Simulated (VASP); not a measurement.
# Hf (Pm-3m) in VASP: further runs

Aim: see how the results for Hf move with the level of theory and the settings. Levels: HSE06, PBE-based screened hybrid with 25 % exact exchange, r2SCANh. Tasks: relaxation of cell and atoms, single point.

All numbers are computed with VASP 6.6.1; they aren't measurements. Logs are shortened: lines on timing, memory, paths and dates and some standing lists are left out, and cuts for length are marked.

## Step 1: The cell of the first run

Symmetry: Pm-3m, No. 221, cubic system. The conventional cell has a = 2.914 Å, b = 2.914 Å, c = 2.914 Å, α = 90.00°, β = 90.00°, γ = 90.00°. Within 3.8 Å of Hf (site symmetry m-3m) lie 6 Hf at 2.91 Å.

This isn't the form of Hf at room conditions, which is hcp.

## Step 2: Relaxation of cell and atoms, HSE06

File POSCAR:

```
Hf
1.0
    2.9138100000      0.0000000000      0.0000000000
    0.0000000000      2.9138100000      0.0000000000
    0.0000000000      0.0000000000      2.9138100000
Hf
1
Direct
    0.5000000000      0.5000000000      0.5000000000
```

File INCAR.step1:

```
SYSTEM = Hf
PREC = Accurate ; ENCUT = 600
EDIFF = 1E-5 ; ISMEAR = -1
SIGMA = 0.05 ; LREAL = .FALSE.
LASPH = .TRUE. ; NELM = 80
ALGO = Normal ; LWAVE = .TRUE.
LCHARG = .FALSE. ; GGA = PE
NBANDS = 11
```

File INCAR.step2:

```
SYSTEM = Hf
PREC = Accurate ; ENCUT = 600
EDIFF = 1E-7 ; ISMEAR = -1
SIGMA = 0.05 ; LREAL = .FALSE.
LASPH = .TRUE. ; NELM = 80
ALGO = Normal ; ISIF = 3
LWAVE = .FALSE. ; LCHARG = .FALSE.
GGA = PE ; LHFCALC = .TRUE.
HFSCREEN = 0.2079 ; PRECFOCK = Normal
IBRION = 2 ; NSW = 60
EDIFFG = -0.01 ; ISTART = 1
```

File KPOINTS:

```
regular mesh
0
G
  5 5 5
  0 0 0
```

Potentials or basis: VASP PAW PBE potentials, release 64 (Hf_pv).

Command:

```bash
> cat potpaw_PBE.64/Hf_pv/POTCAR > POTCAR
> cp INCAR.step1 INCAR
> mpirun -np 1 vasp_std > vasp.out
> cp INCAR.step2 INCAR
> mpirun -np 1 vasp_std > vasp.out
```

OUTCAR:

```text
SYSTEM = Hf
   PREC = Accurate
   ENCUT = 600
   EDIFF = 1E-7
   ISMEAR = -1
   LREAL = .FALSE.
   LASPH = .TRUE.
   NELM = 80
   ISIF = 3
   GGA = PE
   LHFCALC = .TRUE.
   HFSCREEN = 0.2079
   PRECFOCK = Normal
   IBRION = 2
   NSW = 60
   EDIFFG = -0.01
   ISTART = 1

 ion  position               nearest neighbor table
   1  0.500  0.500  0.500-

  LATTYP: Found a simple cubic cell.
 ALAT       =     2.9138100000

  Lattice vectors:

 A1 = (   2.9138100000,   0.0000000000,   0.0000000000)
 A2 = (   0.0000000000,   2.9138100000,   0.0000000000)
 A3 = (   0.0000000000,   0.0000000000,   2.9138100000)

Analysis of symmetry for initial positions (statically):
=====================================================================
 Subroutine PRICEL returns:
 Original cell was already a primitive cell.

 Routine SETGRP: Setting up the symmetry group for a
 simple cubic supercell.

 Subroutine GETGRP returns: Found 48 space group operations
 (whereof 48 operations were pure point group operations)
 out of a pool of 48 trial point group operations.

The static configuration has the point symmetry O_h .

Analysis of symmetry for dynamics (positions and initial velocities):
=====================================================================
 Subroutine PRICEL returns:
 Original cell was already a primitive cell.

 Routine SETGRP: Setting up the symmetry group for a
 simple cubic supercell.

 Subroutine GETGRP returns: Found 48 space group operations
 (whereof 48 operations were pure point group operations)
 out of a pool of 48 trial point group operations.

The dynamic configuration has the point symmetry O_h .

 Subroutine INISYM returns: Found 48 space group operations
 (whereof 48 operations are pure point group operations),
 and found     1 'primitive' translations

----------------------------------------------------------------------------------------

                                     Primitive cell

  volume of cell :      24.7391

  direct lattice vectors                    reciprocal lattice vectors
     2.913810000  0.000000000  0.000000000     0.343193276  0.000000000  0.000000000
     0.000000000  2.913810000  0.000000000     0.000000000  0.343193276  0.000000000
     0.000000000  0.000000000  2.913810000     0.000000000  0.000000000  0.343193276

  length of vectors
     2.913810000  2.913810000  2.913810000     0.343193276  0.343193276  0.343193276

  position of ions in fractional coordinates (direct lattice)
     0.500000000  0.500000000  0.500000000
[... 61 lines left out ...]
   EDIFF  = 0.1E-06   stopping-criterion for ELM
   LREAL  =      F    real-space projection
   EDIFFG = -.1E-01   stopping-criterion for IOM
   NSW    =     60    number of steps for IOM
   IBRION =      2    ionic relax: 0-MD 1-quasi-New 2-CG
   NFREE  =      1    steps in history (QN), initial steepest desc. (CG)
   ISIF   =      3    stress and relaxation
   ISYM   =      3    0-nonsym 1-usesym 2-fastsym
   POTIM  = 0.5000    time-step for ionic-motion
   TEBEG  =    0.0;   TEEND  =   0.0 temperature during run
   PSTRESS=    0.0 pullay stress
   NELECT =      10.0000    total number of electrons
   NUPDOWN=      -1.0000    fix difference up-down
   EMIN   =  10.00;   EMAX   =-10.00  energy-range for DOS
   EFERMI =   0.00;   METHOD = LEGACY
   ISMEAR =    -1;   SIGMA  =   0.05  broadening in eV -4-tet -1-fermi 0-gaus
   EFERMI_NEDOS =   21; number of points for ismear=-14 and -15
   IALGO  =     38    algorithm
   IMIX   =      1    mixing-type and parameters
     AMIX     =   0.40;   BMIX     =  1.00
     AMIX_MAG =   1.60;   BMIX_MAG =  1.00
  volume/ion in A,a.u.               =      24.74       166.95
  Fermi-wavevector in a.u.,A,eV,Ry     =   1.210450  2.287419 19.935117  1.465190
  Thomas-Fermi vector in A             =   2.345997
   LORBIT       =      0    0 simple, 1 ext, 2 COOP (PROOUT), +10 PAW based schemes
   GGA     = PE    functional components
   LHFCALC =     T    Hartree Fock is set to
   PRECFOCK=normal    Normal, Fast or Accurate (Low or Medium for compatibility)
   ENCUT4O =  -1.0   cutoff for four orbital integrals eV
   NKREDX  =     1    reduce k-point grid by
   NKREDY  =     1    reduce k-point grid by
   NKREDZ  =     1    reduce k-point grid by
   AEXX    =    0.2500 exact exchange contribution
   HFSCREEN=    0.2079 screening length (either q_TF or 0.3 A-1)
   HFSCREENC=   0.2079 screening length for correlation (either q_TF or 0.3 A-1)
   ENCUTFOCK=  -1.0 apply spherical cutoff to Coloumb kernel
   IVDW    =     0    specifies the selected vdW correction
   LEPSILON=     F    determine dielectric tensor
   LRPA    =     F    only Hartree local field effects (RPA)
 conjugate gradient relaxation of ions
 non-spin polarized calculation
  energy-cutoff  :      600.00
  volume of cell :       24.74
 maximum number of plane-waves:       835
 NGX is ok and might be reduce to    24
  NGX = 18; NGY = 18; NGZ = 18

--------------------------------------- Ionic step        1  -------------------------------------------

 number of electron      10.0000004 magnetization

 Free energy of the ion-electron system (eV)
  ---------------------------------------------------
  ext. energy  EPLUGINS =         0.00000000
  ---------------------------------------------------
  free energy    TOTEN  =        -9.91036562 eV

  energy without entropy =       -9.90467542  energy(sigma->0) =       -9.90752052

------------------------ aborting loop because EDIFF is reached ----------------------------------------

  FORCE on cell =-STRESS in cart. coord.  units (eV):
  Direction    XX          YY          ZZ          XY          YZ          ZX
  --------------------------------------------------------------------------------------
  -------------------------------------------------------------------------------------
  Total       -0.0257171     -0.0257171     -0.0257171      0.0000000     -0.0000000      0.0000000
  in kB       -1.6655173     -1.6655173     -1.6655173      0.0000000     -0.0000000      0.0000000
  external PRESSURE =      -1.6655173 kB  Pullay stress =       0.0000000 kB
[... 57 lines left out ...]
--------------------------------------- Ionic step        3  -------------------------------------------

 number of electron      10.0000004 magnetization

 Free energy of the ion-electron system (eV)
  ---------------------------------------------------
  ext. energy  EPLUGINS =         0.00000000
  ---------------------------------------------------
  free energy    TOTEN  =        -9.91039093 eV

  energy without entropy =       -9.90472452  energy(sigma->0) =       -9.90755772

 E-fermi :   3.8883     XC(G=0):  -8.8884

 val. band max:        3.7864139358   @ k =   0.2000   0.2000   0.0000
 cond. band min:       4.1000274143   @ k =   0.2000   0.2000   0.2000
 fundamental gap:      0.3136134785
 Fermi energy:         3.8882996911

 k-point     1 :       0.0000    0.0000    0.0000
  band No.  band energies     occupation
      1     -28.6444      2.00000
      2     -28.6444      2.00000
      3     -28.6444      2.00000
      4      -3.7486      2.00000
      5       2.0047      2.00000
      6       2.0047      2.00000
      7      11.0725      0.00000
      8      11.0725      0.00000
      9      11.0725      0.00000
[... 134 lines left out ...]
  FREE ENERGIE OF THE ION-ELECTRON SYSTEM (eV)
  ---------------------------------------------------
  free  energy   TOTEN  =        -9.9103909338 eV

  energy  without entropy=       -9.9047245158  energy(sigma->0) =       -9.90755772

 reached required accuracy - stopping structural energy minimisation
```

OSZICAR.step1:

```text
N       E                     dE             d eps       ncg     rms          rms(c)
DAV:   1     0.188708171359E+02    0.18871E+02   -0.62399E+03   220   0.931E+02
DAV:   2    -0.851668750830E+01   -0.27388E+02   -0.26518E+02   267   0.177E+02
DAV:   3    -0.910167014903E+01   -0.58498E+00   -0.58092E+00   256   0.178E+01
DAV:   4    -0.910481789291E+01   -0.31477E-02   -0.31465E-02   267   0.165E+00
DAV:   5    -0.910484294821E+01   -0.25055E-04   -0.25055E-04   281   0.118E-01    0.347E+01
DAV:   6    -0.885189816968E+01    0.25294E+00   -0.22815E-01   241   0.332E+00    0.212E+01
DAV:   7    -0.879221464377E+01    0.59684E-01   -0.31753E-01   262   0.381E+00    0.139E+00
DAV:   8    -0.878360696784E+01    0.86077E-02   -0.45291E-02   238   0.136E+00    0.161E+00
DAV:   9    -0.878377465107E+01   -0.16768E-03   -0.85182E-04   273   0.257E-01    0.684E-02
DAV:  10    -0.878375764491E+01    0.17006E-04   -0.77895E-05   256   0.633E-02    0.365E-02
DAV:  11    -0.878375628409E+01    0.13608E-05   -0.87969E-06   170   0.196E-02
   1 F= -.87837563E+01 E0= -.87747076E+01  d E =-.180973E-01
```

It took 12 min on 1 thread of Intel Xeon 8259CL, shared host; peak memory 0.25 GiB.

What came out:

```yaml
Free_energy: -9.9104 eV
Relaxed_volume: 24.69 Å³/atom
Relaxed_cell: a = 2.912 Å, b = 2.912 Å, c = 2.912 Å, α = 90.00°, β = 90.00°, γ = 90.00°
Space_group_after_relaxing_to_0.1_Å: Pm-3m (No. 221)
Energy_gained_by_relaxing: 0.0 meV/atom
Ionic_steps: 3
Pressure_after_relaxing: 0.0 GPa
Band_gap_on_the_k_mesh: zero (bands 5 and 6 overlap by 2.12 eV)
```

Final structure:
```yaml
crystal:
  lattice:
    - [2.91199, 0.00000, 0.00000]
    - [0.00000, 2.91199, 0.00000]
    - [0.00000, 0.00000, 2.91199]
  atoms:
    - { symbol: Hf, position: [0.50000, 0.50000, 0.50000] }
```

Levels at points of the mesh, in eV from the Fermi level:
```tsv
k point	band 2	band 3	band 4	band 5	band 6	band 7	band 8	band 9
(0.00, 0.00, 0.00)	-32.53	-32.53	-7.64	-1.88	-1.88	7.18	7.18	7.18
```

Caveat: the k points lie up to 0.43 Å⁻¹ apart in the final cell, too coarse for converged energies and pressures of a metal; the PAW data sets were made with another functional, which shifts forces and pressure a little; spin-orbit coupling is left out, which moves the levels of the heavy elements.

## Step 3: Relaxation of cell and atoms, PBE-based screened hybrid with 25 % exact exchange

POSCAR is that of step 2.

File INCAR.step1:

```
SYSTEM = Hf
PREC = Accurate
ENCUT = 600
EDIFF = 1E-5
ISMEAR = -1
SIGMA = 0.05
LREAL = .False.
LASPH = .True.
NELM = 100
ALGO = Normal
LWAVE = .True.
LCHARG = .False.
GGA = PE
NBANDS = 11
```

File INCAR.step2:

```
SYSTEM = Hf
PREC = Accurate
ENCUT = 600
EDIFF = 1E-6
ISMEAR = -1
SIGMA = 0.05
LREAL = .False.
LASPH = .True.
NELM = 100
ALGO = Normal
ISIF = 3
LWAVE = .False.
LCHARG = .False.
GGA = PE
LHFCALC = .True.
AEXX = 0.25
HFSCREEN = 0.3
PRECFOCK = Normal
IBRION = 2
NSW = 60
EDIFFG = -0.01
ISTART = 1
```

File KPOINTS:

```
Automatic mesh
0
Gamma
  5 5 5
  0 0 0
```

Potentials or basis: VASP PAW PBE potentials, release 64 (Hf_pv).

Command:

```bash
> cat potpaw_PBE.64/Hf_pv/POTCAR > POTCAR
> cp INCAR.step1 INCAR
> mpirun -np 1 vasp_std > vasp.out
> cp INCAR.step2 INCAR
> mpirun -np 1 vasp_std > vasp.out
```

It took 7.7 min on 1 thread of Intel Xeon 8259CL, shared host; peak memory 0.25 GiB.

It converged, with:

```
Free energy                           : -9.6227 eV
Relaxed volume                        : 24.77 Å³/atom
Relaxed cell                          : a = 2.915 Å, b = 2.915 Å, c = 2.915 Å, α = 90.00°, β = 90.00°, γ = 90.00°
Space group after relaxing (to 0.1 Å) : Pm-3m (No. 221)
Energy gained by relaxing             : 0.0 meV/atom
Ionic steps                           : 3
Pressure after relaxing               : 0.0 GPa
Band gap on the k mesh                : zero (bands 5 and 6 overlap by 1.96 eV)
```

Final structure:
```cif
data_structure
_symmetry_space_group_name_H-M 'P 1'
_symmetry_Int_Tables_number 1
_cell_length_a 2.9149
_cell_length_b 2.9149
_cell_length_c 2.9149
_cell_angle_alpha 90.000
_cell_angle_beta 90.000
_cell_angle_gamma 90.000
_cell_volume 24.77
loop_
_atom_site_label
_atom_site_type_symbol
_atom_site_fract_x
_atom_site_fract_y
_atom_site_fract_z
_atom_site_occupancy
Hf1 Hf 0.50000 0.50000 0.50000 1
```

Levels at points of the mesh, in eV from the Fermi level:
```
           k point  band 2  band 3  band 4  band 5  band 6  band 7  band 8  band 9
(0.00, 0.00, 0.00)  -32.37  -32.37   -7.43   -1.77   -1.77    6.99    6.99    6.99
```

Caveat: the k points lie up to 0.43 Å⁻¹ apart in the final cell, too coarse for converged energies and pressures of a metal; the PAW data sets were made with another functional, which shifts forces and pressure a little; spin-orbit coupling is left out, which moves the levels of the heavy elements.

## Step 4: Single point, r2SCANh

This run uses another cell than the first one, of 23.25 Å³/atom.

File POSCAR:

```
Hf
1.0
    2.8543277994      0.0000000000      0.0000000000
    0.0000000000      2.8543277994      0.0000000000
    0.0000000000      0.0000000000      2.8543277994
Hf
1
Direct
    0.5000000000      0.5000000000      0.5000000000
```

File INCAR.step1:

```
SYSTEM = Hf
PREC     = Accurate       ! precision mode
ENCUT    = 520            ! plane-wave cutoff, eV
EDIFF    = 1E-5           ! SCF threshold, eV
ISMEAR   = -1             ! smearing method
SIGMA    = 0.05           ! smearing width, eV
LREAL    = .False.        ! projectors in reciprocal space
LASPH    = .True.         ! aspherical terms in the spheres
NELM     = 100            ! most SCF steps
ALGO     = Normal         ! electronic algorithm
ISIF     = 2              ! what is computed and relaxed
LWAVE    = .True.         ! write WAVECAR
NBANDS   = 11             ! bands
GGA      = PE             ! functional
```

File INCAR.step2:

```
SYSTEM = Hf
PREC     = Accurate       ! precision mode
ENCUT    = 520            ! plane-wave cutoff, eV
EDIFF    = 1E-7           ! SCF threshold, eV
ISMEAR   = -1             ! smearing method
SIGMA    = 0.05           ! smearing width, eV
LREAL    = .False.        ! projectors in reciprocal space
LASPH    = .True.         ! aspherical terms in the spheres
NELM     = 100            ! most SCF steps
ALGO     = Normal         ! electronic algorithm
ISIF     = 2              ! what is computed and relaxed
LWAVE    = .False.        ! write WAVECAR
LCHARG   = .True.         ! write CHGCAR
METAGGA  = R2SCAN         ! meta-GGA
LHFCALC  = .True.         ! exact exchange
AEXX     = 0.1            ! exact-exchange fraction
LMIXTAU  = .True.       
PRECFOCK = Normal       
LELF     = .True.         ! ELF
LVHAR    = .True.       
NBANDS   = 11             ! bands
ISTART   = 1
```

File KPOINTS:

```
regular mesh
0
Gamma
  5 5 5
  0 0 0
```

Command:

```bash
> cat potpaw_PBE.64/Hf_pv/POTCAR > POTCAR
> cp INCAR.step1 INCAR
> mpirun -np 1 vasp_std > vasp.out
> cp INCAR.step2 INCAR
> mpirun -np 1 vasp_std > vasp.out
```

Run time: 98 s. Hardware: 1 thread of Intel Xeon Platinum 8488C (Sapphire Rapids), shared host; peak memory 0.15 GiB.

The run converged. Its results:

| Quantity | Value |
| --- | --- |
| Free energy | -41.4051 eV |
| Pressure | 5.2 GPa |
| Band gap on the k mesh | zero (bands 5 and 6 overlap by 2.49 eV) |

Levels at points of the mesh, in eV from the Fermi level:
| k point | band 1 | band 2 | band 3 | band 4 | band 5 | band 6 | band 7 | band 8 | band 9 | band 10 |
| --- | --- | --- | --- | --- | --- | --- | --- | --- | --- | --- |
| (0.00, 0.00, 0.00) | -32.02 | -32.02 | -32.02 | -7.64 | -2.03 | -2.03 | 7.68 | 7.68 | 7.68 | 12.75 |

Caveat: the k points lie up to 0.44 Å⁻¹ apart, too coarse for converged energies and pressures of a metal; the PAW data sets were made with another functional, which shifts forces and pressure a little; spin-orbit coupling is left out, which moves the levels of the heavy elements.

## Step 5: The runs side by side

| task | level | cell | cutoff (eV) | share of exact exchange | screening parameter | gap on the mesh (eV) | pressure (GPa) | relaxed volume (Å³/atom) |
| --- | --- | --- | --- | --- | --- | --- | --- | --- |
| relaxation of cell and atoms | HSE06 | relaxed from a = 2.914 Å, 1 atom | 600 | 0.25 | 0.2079 1/Å | none | 0.0 | 24.69 |
| relaxation of cell and atoms | PBE-based screened hybrid with 25 % exact exchange | relaxed from a = 2.914 Å, 1 atom | 600 | 0.25 | 0.3 1/Å | none | 0.0 | 24.77 |
| single point | r2SCANh | a = 2.854 Å, 1 atom | 520 | 0.1 | - | none | 5.2 | - |

Alike in all rows: potentials or basis VASP PAW PBE potentials, release 64 (Hf_pv); no spin polarisation; k mesh 5 × 5 × 5; smearing fermi-dirac 0.05 eV.

Caveats: all runs use coarse meshes; the PAW data sets were made with another functional, which shifts forces and pressure a little; spin-orbit coupling is left out, which moves the levels of the heavy elements.

Total energies depend on the potentials used, so only differences within one code and one set of settings carry meaning.
